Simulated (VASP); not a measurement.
Here is a VASP 6.6.1 calculation.

File INCAR:

```
SYSTEM = PtSe2
PREC = Accurate ; ENCUT = 520
EDIFF = 1E-6 ; ISMEAR = 0
SIGMA = 0.15 ; LREAL = .False.
LASPH = .True. ; NELM = 60
ALGO = Normal ; ISIF = 2
LWAVE = .False. ; LCHARG = .False.
GGA = PS ; IVDW = 12
NBANDS = 18
```

The input KPOINTS:

```
regular mesh
0
Gamma
  18 18 10
  0 0 0
```

Contents of POSCAR:

```
PtSe2
1.0
    3.7240006046      0.0000000000      0.0000000000
   -1.8620003023      3.2250791273      0.0000000000
    0.0000000000      0.0000000000      5.0620000000
Pt Se
1 2
Direct
    0.0000000000      0.0000000000      0.0000000000
    0.3333333333      0.6666666667      0.2500000000
    0.6666666667      0.3333333333      0.7500000000
```

Potentials or basis: VASP PAW PBE potentials, release 64 (Pt, Se).

The run is started by

```console
$ cat potpaw_PBE.64/Pt/POTCAR potpaw_PBE.64/Se/POTCAR > POTCAR
$ mpirun -np 1 vasp_std > vasp.out
```

Task: Estimate the band gap on the k mesh.

Result: Zero (band 11 reaches 6.81 eV, above the bottom of band 12 at 6.29 eV).

Task: Estimate the dispersion energy per atom.

Result: -0.426 eV.

Forces in eV/Å, atoms in the order of the input:
```
Pt   0.000  0.000  0.000
Se   0.000  0.000  0.331
Se   0.000  0.000 -0.331
```

Caveat: the PAW data sets were made with another functional, which shifts forces and pressure a little; spin-orbit coupling is left out, which moves the levels of the heavy elements.
